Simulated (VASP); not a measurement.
Runs of VASP 6.6.1 on AlGa3N4. The structure is that of space group P-43m (No. 215), or close to it. The cells are those of the table. 

```csv
task,cell,cutoff (eV),smearing,gap on the mesh (eV),pressure (GPa),relaxed volume (Å³/atom),largest force (eV/Å)
relaxation of cell and atoms,"relaxed from a = 4.472 Å, 8 atoms",600,gaussian 0.02 eV,2.32,0.0,11.13,-
single point,"a = 4.476 Å, 8 atoms",520,gaussian 0.02 eV,2.27,-1.2,-,0.01
single point,"a = 4.314 Å, 8 atoms",520,gaussian 0.02 eV,(c),24.8,-,0.03
single point,"a = 4.385 Å, 8 atoms",520,gaussian 0.02 eV,(a),(b),-,0.02
relaxation of cell and atoms,"relaxed from a = 4.468 Å, 8 atoms",600,gaussian 0.01 eV,2.32,0.0,11.13,-
```

Alike in all rows: level PBEsol; potentials or basis VASP PAW PBE potentials, release 64 (Al, Ga_d, N); no spin polarisation; k mesh 6 × 6 × 6.

Q: Fill in the values left out.

A: (a) 2.70; (b) 11.8; (c) 3.05.

Caveats: the PAW data sets were made with another functional, which shifts forces and pressure a little.

A k mesh can miss the band edges, and the runs leave out spin-orbit coupling on Ga.
